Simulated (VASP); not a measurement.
# Cs (I4/mmm) in VASP: further runs

Cs is run at these levels: LDA; tasks: single point.

Program: VASP 6.6.1. These are calculated values, not measurements. Logs are shortened: lines on timing, memory, paths and dates and some standing lists are left out, and cuts for length are marked.

## 1. The cell of the first run

The structure is tetragonal, space group I4/mmm (No. 139). The conventional cell has a = 5.985 Å, b = 5.985 Å, c = 6.045 Å, α = 90.00°, β = 90.00°, γ = 90.00°.

## 2. Single point, LDA (equal xx and yy strain of -1 %)

The input, INCAR:

```
PREC = Accurate ; ENCUT = 520
EDIFF = 1E-7 ; ISMEAR = -1
SIGMA = 0.05 ; LREAL = False
LASPH = True ; NELM = 80
ALGO = Normal ; ISIF = 2
LWAVE = False ; LCHARG = False
NBANDS = 10
```

The input, KPOINTS:

```
regular mesh
0
Gamma
  9 9 9
```

The input, POSCAR:

```
Cs
1.0
   -2.9922750000      2.9922750000      3.0225000000
    2.9922750000     -2.9922750000      3.0225000000
    2.9922750000      2.9922750000     -3.0225000000
Cs
1
Direct
    0.0000000000      0.0000000000      0.0000000000
```

Potentials or basis: VASP PAW LDA potentials, release 64 (Cs_sv).

Launch:

```sh
$ cat potpaw_LDA.64/Cs_sv/POTCAR > POTCAR
$ mpirun -np 1 vasp_std > vasp.out
```

OUTCAR:

```text
PREC = Accurate
   ENCUT = 520
   EDIFF = 1E-7
   ISMEAR = -1
   LREAL = False
   LASPH = True
   NELM = 80
   ISIF = 2

 ion  position               nearest neighbor table
   1  0.000  0.000  0.000-

  LATTYP: Found a body centered tetragonal cell.
 ALAT       =     5.9845500000
 C/A-ratio  =     1.0101010101

  Lattice vectors:

 A1 = (  -2.9922750000,   2.9922750000,   3.0225000000)
 A2 = (   2.9922750000,  -2.9922750000,   3.0225000000)
 A3 = (   2.9922750000,   2.9922750000,  -3.0225000000)

Analysis of symmetry for initial positions (statically):
=====================================================================
 Subroutine PRICEL returns:
 Original cell was already a primitive cell.

 Routine SETGRP: Setting up the symmetry group for a
 body centered tetragonal supercell.

 Subroutine GETGRP returns: Found 16 space group operations
 (whereof 16 operations were pure point group operations)
 out of a pool of 16 trial point group operations.

The static configuration has the point symmetry D_4h.

Analysis of symmetry for dynamics (positions and initial velocities):
=====================================================================
 Subroutine PRICEL returns:
 Original cell was already a primitive cell.

 Routine SETGRP: Setting up the symmetry group for a
 body centered tetragonal supercell.

 Subroutine GETGRP returns: Found 16 space group operations
 (whereof 16 operations were pure point group operations)
 out of a pool of 16 trial point group operations.

The dynamic configuration has the point symmetry D_4h.

 Subroutine INISYM returns: Found 16 space group operations
 (whereof 16 operations are pure point group operations),
 and found     1 'primitive' translations

----------------------------------------------------------------------------------------

                                     Primitive cell

  volume of cell :     108.2503

  direct lattice vectors                    reciprocal lattice vectors
    -2.992275000  2.992275000  3.022500000     0.000000000  0.167096941  0.165425972
     2.992275000 -2.992275000  3.022500000     0.167096941  0.000000000  0.165425972
     2.992275000  2.992275000 -3.022500000     0.167096941  0.167096941  0.000000000

  length of vectors
     5.200281300  5.200281300  5.200281300     0.235132176  0.235132176  0.236310761

  position of ions in fractional coordinates (direct lattice)
     0.000000000  0.000000000  0.000000000

  ion indices of the primitive-cell ions
   primitive index   ion index
                 1           1

----------------------------------------------------------------------------------------

 KPOINTS: regular mesh

Automatic generation of k-mesh.
 Grid dimensions read from file:
 generate k-points for:    9    9    9

 Generating k-lattice:

  Cartesian coordinates                     Fractional coordinates (reciprocal lattice)
     0.000000000  0.018566327  0.018380664     0.111111111  0.000000000  0.000000000
     0.018566327  0.000000000  0.018380664     0.000000000  0.111111111  0.000000000
     0.018566327  0.018566327  0.000000000     0.000000000  0.000000000  0.111111111

  Length of vectors
     0.026125797  0.026125797  0.026256751

  Shift w.r.t. Gamma in fractional coordinates (k-lattice)
     0.000000000  0.000000000  0.000000000

 Subroutine IBZKPT returns following result:
 ===========================================

 Found     75 irreducible k-points:

 Following reciprocal coordinates:
            Coordinates               Weight
  0.000000  0.000000  0.000000      1.000000
  0.111111  0.000000  0.000000      8.000000
  0.222222 -0.000000  0.000000      8.000000
  0.333333  0.000000  0.000000      8.000000
  0.444444 -0.000000  0.000000      8.000000
  0.111111  0.111111  0.000000      8.000000
[... 16 lines left out ...]
 -0.333333  0.333333  0.000000      4.000000
  0.444444  0.444444  0.000000      8.000000
 [... further k-points ...]
   k-points           NKPTS =     75   k-points in BZ     NKDIM =     75   number of bands    NBANDS=     10
   number of dos      NEDOS =    301   number of ions     NIONS =      1
   total plane-waves  NPLWV =  64000
   dimension x,y,z NGX =    40 NGY =   40 NGZ =   40
   dimension x,y,z NGXF=    80 NGYF=   80 NGZF=   80
   ions per type =               1
   NGX,Y,Z   is equivalent  to a cutoff of  12.79, 12.79, 12.79 a.u.
   NGXF,Y,Z  is equivalent  to a cutoff of  25.57, 25.57, 25.57 a.u.
 SYSTEM =  unknown system
   PREC   = accura    normal or accurate (medium, high low for compatibility)
   ISTART =      0    job   : 0-new  1-cont  2-samecut
   ICHARG =      2    charge: 1-file 2-atom 10-const
   ISPIN  =      1    spin polarized calculation?
   LNONCOLLINEAR =      F non collinear calculations
   LSORBIT =      F    spin-orbit coupling
   LASPH  =      T    aspherical Exc in radial PAW
   ENCUT  =  520.0 eV  38.22 Ry    6.18 a.u.   9.67  9.67  9.67*2*pi/ulx,y,z
   NELM   =     80;   NELMIN=  2; NELMDL= -5     # of ELM steps
   EDIFF  = 0.1E-06   stopping-criterion for ELM
   LREAL  =      F    real-space projection
   EDIFFG = 0.1E-05   stopping-criterion for IOM
   NSW    =      0    number of steps for IOM
   IBRION =     -1    ionic relax: 0-MD 1-quasi-New 2-CG
   NFREE  =      0    steps in history (QN), initial steepest desc. (CG)
   ISIF   =      2    stress and relaxation
   ISYM   =      2    0-nonsym 1-usesym 2-fastsym
   POTIM  = 0.5000    time-step for ionic-motion
   TEBEG  =    0.0;   TEEND  =   0.0 temperature during run
   PSTRESS=    0.0 pullay stress
   NELECT =       9.0000    total number of electrons
   NUPDOWN=      -1.0000    fix difference up-down
   EMIN   =  10.00;   EMAX   =-10.00  energy-range for DOS
[... 5 lines left out ...]
     AMIX     =   0.40;   BMIX     =  1.00
     AMIX_MAG =   1.60;   BMIX_MAG =  1.00
  volume/ion in A,a.u.               =     108.25       730.51
  Fermi-wavevector in a.u.,A,eV,Ry     =   0.714517  1.350241  6.946244  0.510535
  Thomas-Fermi vector in A             =   1.802437
   LORBIT       =      0    0 simple, 1 ext, 2 COOP (PROOUT), +10 PAW based schemes
   GGA     = CA    functional components
   LHFCALC =     F    Hartree Fock is set to
   AEXX    =    0.0000 exact exchange contribution
   IVDW    =     0    specifies the selected vdW correction
   LEPSILON=     F    determine dielectric tensor
   LRPA    =     F    only Hartree local field effects (RPA)
 non-spin polarized calculation
  energy-cutoff  :      520.00
  volume of cell :      108.25
 maximum number of plane-waves:      2935
   NGX = 19   NGY = 19   NGZ = 19

 number of electron       8.9999998 magnetization

 Free energy of the ion-electron system (eV)
  ---------------------------------------------------
  ext. energy  EPLUGINS =         0.00000000
  ---------------------------------------------------
  free energy    TOTEN  =        -0.98931247 eV

  energy without entropy =       -0.97919619  energy(sigma->0) =       -0.98425433

 E-fermi :   0.4383     XC(G=0):  -5.7014

 val. band max:        0.4282391225   @ k =  -0.2222  -0.3333   0.1111
 cond. band min:       0.4455244838   @ k =  -0.2222   0.4444   0.1111
 fundamental gap:      0.0172853612
 Fermi energy:         0.4382503072

 k-point     1 :       0.0000    0.0000    0.0000
  band No.  band energies     occupation
      1     -23.3514      2.00000
      2     -10.0760      2.00000
      3     -10.0759      2.00000
      4     -10.0759      2.00000
      5      -1.3085      2.00000
      6       2.8793      0.00000
      7       2.8793      0.00000
      8       2.9223      0.00000
      9       3.8021      0.00000
     10       3.8642      0.00000

 k-point     2 :       0.1111    0.0000    0.0000
  band No.  band energies     occupation
      1     -23.3504      2.00000
      2     -10.0972      2.00000
      3     -10.0827      2.00000
      4     -10.0760      2.00000
      5      -1.1631      2.00000
      6       2.7529      0.00000
      7       2.7574      0.00000
      8       3.0487      0.00000
      9       3.6213      0.00000
     10       3.8280      0.00000

 k-point     3 :       0.2222   -0.0000    0.0000
  band No.  band energies     occupation
      1     -23.3477      2.00000
      2     -10.1496      2.00000
      3     -10.0996      2.00000
      4     -10.0760      2.00000
      5      -0.7560      2.00000
      6       2.2990      0.00000
      7       2.4679      0.00000
      8       3.4794      0.00000
      9       3.6111      0.00000
     10       3.8301      0.00000

 k-point     4 :       0.3333    0.0000    0.0000
  band No.  band energies     occupation
      1     -23.3446      2.00000
      2     -10.2076      2.00000
      3     -10.1186      2.00000
      4     -10.0760      2.00000
      5      -0.1835      1.99999
      6       1.8136      0.00000
      7       2.2090      0.00000
      8       3.7297      0.00000
      9       3.9580      0.00000
     10       4.1682      0.00000
[... 222 lines left out ...]
 k-point    22 :      -0.4444    0.3333   -0.0000
  band No.  band energies     occupation
      1     -23.3430      2.00000
      2     -10.2259      2.00000
      3     -10.1319      2.00000
      4     -10.0845      2.00000
      5       0.2170      1.97633
      6       1.6233      0.00000
      7       2.0281      0.00000
      8       3.6378      0.00000
      9       4.1642      0.00000
     10       4.5493      0.00000

 k-point    23 :      -0.3333    0.3333    0.0000
  band No.  band energies     occupation
      1     -23.3445      2.00000
      2     -10.2072      2.00000
      3     -10.1198      2.00000
      4     -10.0769      2.00000
      5      -0.1726      1.99999
      6       1.8279      0.00000
      7       2.1678      0.00000
      8       3.7838      0.00000
      9       3.9506      0.00000
     10       4.1507      0.00000

 k-point    24 :       0.4444    0.4444    0.0000
  band No.  band energies     occupation
      1     -23.3420      2.00000
      2     -10.2422      2.00000
      3     -10.1402      2.00000
      4     -10.0848      2.00000
      5       0.5514      0.18830
      6       1.4345      0.00000
      7       1.9557      0.00000
      8       3.5523      0.00000
      9       4.2935      0.00000
     10       4.9607      0.00000

 [... further k-points ...]
[... 5 lines left out ...]
  --------------------------------------------------------------------------------------
  -------------------------------------------------------------------------------------
  Total       -0.1720322     -0.1720322     -0.1716322      0.0000000     -0.0000000      0.0000000
  in kB       -2.5461918     -2.5461918     -2.5402710      0.0000000     -0.0000000      0.0000000
  external PRESSURE =      -2.5442182 kB  Pullay stress =       0.0000000 kB

 VOLUME and BASIS-vectors are now :
 -----------------------------------------------------------------------------
  energy-cutoff  :      520.00
  volume of cell :      108.25
      direct lattice vectors                 reciprocal lattice vectors
    -2.992275000  2.992275000  3.022500000     0.000000000  0.167096941  0.165425972
     2.992275000 -2.992275000  3.022500000     0.167096941  0.000000000  0.165425972
     2.992275000  2.992275000 -3.022500000     0.167096941  0.167096941  0.000000000

 POSITION                                       TOTAL-FORCE (eV/Angst)
 -----------------------------------------------------------------------------------
      0.00000      0.00000      0.00000        -0.000000      0.000000      0.000000
 -----------------------------------------------------------------------------------
    total drift:                               -0.000000     -0.000000     -0.000000

  FREE ENERGIE OF THE ION-ELECTRON SYSTEM (eV)
  ---------------------------------------------------
  free  energy   TOTEN  =        -0.9893124699 eV

  energy  without entropy=       -0.9791961935  energy(sigma->0) =       -0.98425433
```

Run time: 23 s. Hardware: 1 thread of Intel Xeon 6975P-C (Granite Rapids), shared host; peak memory 0.23 GiB.

Results:

- Free energy: -0.9893 eV
- Pressure: -0.3 GPa

Caveat: the cell differs from its parent crystal (equal xx and yy strain of -1 %); spin-orbit coupling is left out, which moves the levels of the heavy elements.

## 3. Single point, LDA (zz strain of -1 %)

The input, INCAR:

```
SYSTEM = Cs
PREC = Accurate ; ENCUT = 520
EDIFF = 1E-6 ; ISMEAR = -1
SIGMA = 0.05 ; LREAL = .FALSE.
LASPH = .TRUE. ; NELM = 100
ALGO = Normal ; ISIF = 2
LWAVE = .FALSE. ; LCHARG = .FALSE.
NBANDS = 10
```

The input, KPOINTS:

```
Automatic mesh
0
G
  9 9 9
  0 0 0
```

The input, POSCAR:

```
Cs
1.0
   -3.0225000000      3.0225000000      2.9922750000
    3.0225000000     -3.0225000000      2.9922750000
    3.0225000000      3.0225000000     -2.9922750000
Cs
1
Direct
    0.0000000000      0.0000000000      0.0000000000
```

Potentials or basis: VASP PAW LDA potentials, release 64 (Cs_sv).

Launch:

```sh
$ cat potpaw_LDA.64/Cs_sv/POTCAR > POTCAR
$ mpirun -np 1 vasp_std > vasp.out
```

Run time: 21 s. Hardware: 1 thread of Intel Xeon 6975P-C (Granite Rapids), shared host; peak memory 0.24 GiB.

Results (log left out):

```
Free energy : -0.9876 eV
Pressure    : -0.3 GPa
```

Levels at points of the mesh, in eV from the Fermi level:
```tsv
k point	band 1	band 2	band 3	band 4	band 5	band 6	band 7	band 8	band 9	band 10
(0.00, 0.00, 0.00)	-23.80	-10.52	-10.52	-10.52	-1.74	2.42	2.46	2.46	3.35	3.41
```

Caveat: the cell differs from its parent crystal (zz strain of -1 %); spin-orbit coupling is left out, which moves the levels of the heavy elements.

## 4. Single point, LDA (zz strain of +1 %)

The input, INCAR:

```
SYSTEM = Cs
ALGO = Normal
EDIFF = 1E-6
ENCUT = 520
GGA = CA
ISIF = 2
ISMEAR = -1
LASPH = .TRUE.
LCHARG = .TRUE.
LELF = .TRUE.
LREAL = .FALSE.
LVHAR = .TRUE.
LWAVE = .FALSE.
NBANDS = 10
NELM = 80
PREC = Accurate
SIGMA = 0.05
```

The input, KPOINTS:

```
k-points
0
G
  9 9 9
  0 0 0
```

The input, POSCAR:

```
Cs
1.0
   -3.0225000000      3.0225000000      3.0527250000
    3.0225000000     -3.0225000000      3.0527250000
    3.0225000000      3.0225000000     -3.0527250000
Cs
1
Direct
    0.0000000000      0.0000000000      0.0000000000
```

Launch:

```sh
$ cat potpaw_LDA.64/Cs_sv/POTCAR > POTCAR
$ mpirun -np 1 vasp_std > vasp.out
```

It took 24 s on 1 thread of Intel Xeon 6975P-C (Granite Rapids), shared host; peak memory 0.23 GiB.

It converged, with:

```
Free energy : -0.9837 eV
Pressure    : -0.3 GPa
```

Levels at points of the mesh, in eV from the Fermi level:
```tsv
k point	band 2	band 3	band 4	band 5	band 6	band 7	band 8	band 9
(0.00, 0.00, 0.00)	-10.54	-10.54	-10.54	-1.72	2.42	2.42	2.46	3.32
```

Caveat: the cell differs from its parent crystal (zz strain of +1 %); spin-orbit coupling is left out, which moves the levels of the heavy elements.

## 5. Single point, LDA (zz strain of +2 %)

The input, INCAR:

```
PREC = Accurate ; ENCUT = 520
EDIFF = 1E-6 ; ISMEAR = -1
SIGMA = 0.05 ; LREAL = F
LASPH = T ; NELM = 100
ALGO = Normal ; ISIF = 2
LWAVE = F ; LCHARG = F
NBANDS = 10
```

The input, KPOINTS:

```
Automatic mesh
0
Gamma
  9 9 9
```

The input, POSCAR:

```
Cs
1.0
   -3.0225000000      3.0225000000      3.0829500000
    3.0225000000     -3.0225000000      3.0829500000
    3.0225000000      3.0225000000     -3.0829500000
Cs
1
Direct
    0.0000000000      0.0000000000      0.0000000000
```

Launch:

```sh
$ cat potpaw_LDA.64/Cs_sv/POTCAR > POTCAR
$ mpirun -np 1 vasp_std > vasp.out
```

It took 24 s on 1 thread of Intel Xeon 6975P-C (Granite Rapids), shared host; peak memory 0.23 GiB.

The run converged. Its results:

```
Free energy : -0.9817 eV
Pressure    : -0.3 GPa
```

Levels at points of the mesh, in eV from the Fermi level:
| k point | band 2 | band 3 | band 4 | band 5 | band 6 | band 7 | band 8 | band 9 |
| --- | --- | --- | --- | --- | --- | --- | --- | --- |
| (0.00, 0.00, 0.00) | -10.55 | -10.55 | -10.55 | -1.71 | 2.40 | 2.40 | 2.48 | 3.28 |

Caveat: the cell differs from its parent crystal (zz strain of +2 %); spin-orbit coupling is left out, which moves the levels of the heavy elements.

## 6. Single point, LDA (equal xx and yy strain of +1 %)

The input, INCAR:

```
SYSTEM = Cs
  PREC = Accurate
  ENCUT = 520
  EDIFF = 1E-6
  ISMEAR = -1
  SIGMA = 0.05
  LREAL = .FALSE.
  LASPH = .TRUE.
  NELM = 100
  ALGO = Normal
  ISIF = 2
  LWAVE = .FALSE.
  LCHARG = .FALSE.
  NBANDS = 10
```

The input, KPOINTS:

```
regular mesh
0
G
  9 9 9
  0 0 0
```

The input, POSCAR:

```
Cs
1.0
   -3.0527250000      3.0527250000      3.0225000000
    3.0527250000     -3.0527250000      3.0225000000
    3.0527250000      3.0527250000     -3.0225000000
Cs
1
Direct
    0.0000000000      0.0000000000      0.0000000000
```

Potentials or basis: VASP PAW LDA potentials, release 64 (Cs_sv).

Launch:

```sh
$ cat potpaw_LDA.64/Cs_sv/POTCAR > POTCAR
$ mpirun -np 1 vasp_std > vasp.out
```

Run time: 21 s. Hardware: 1 thread of Intel Xeon 6975P-C (Granite Rapids), shared host; peak memory 0.23 GiB.

The run converged. Its results:

- Free energy: -0.9816 eV
- Pressure: -0.3 GPa

Levels at points of the mesh, in eV from the Fermi level:
| k point | band 2 | band 3 | band 4 | band 5 | band 6 | band 7 | band 8 | band 9 |
| --- | --- | --- | --- | --- | --- | --- | --- | --- |
| (0.00, 0.00, 0.00) | -10.55 | -10.55 | -10.55 | -1.71 | 2.40 | 2.44 | 2.44 | 3.31 |

Caveat: the cell differs from its parent crystal (equal xx and yy strain of +1 %); spin-orbit coupling is left out, which moves the levels of the heavy elements.

## 7. Overview

```tsv
cell	gap on the mesh (eV)	pressure (GPa)
a = 5.200 Å, angles 109.7, 109.7, 108.9°, 1 atom	none	-0.3
a = 5.218 Å, angles 109.2, 109.2, 110.0°, 1 atom	none	-0.3
a = 5.253 Å, angles 109.7, 109.7, 108.9°, 1 atom	none	-0.3
a = 5.270 Å, angles 110.0, 110.0, 108.4°, 1 atom	none	-0.3
a = 5.270 Å, angles 109.2, 109.2, 110.0°, 1 atom	none	-0.3
```

Alike in all rows: task single point; level LDA; potentials or basis VASP PAW LDA potentials, release 64 (Cs_sv); no spin polarisation; k mesh 9 × 9 × 9; cutoff (eV) 520; smearing fermi-dirac 0.05 eV.

Caveats: spin-orbit coupling is left out, which moves the levels of the heavy elements.

Absolute energies hang on the potentials; compare differences alone.
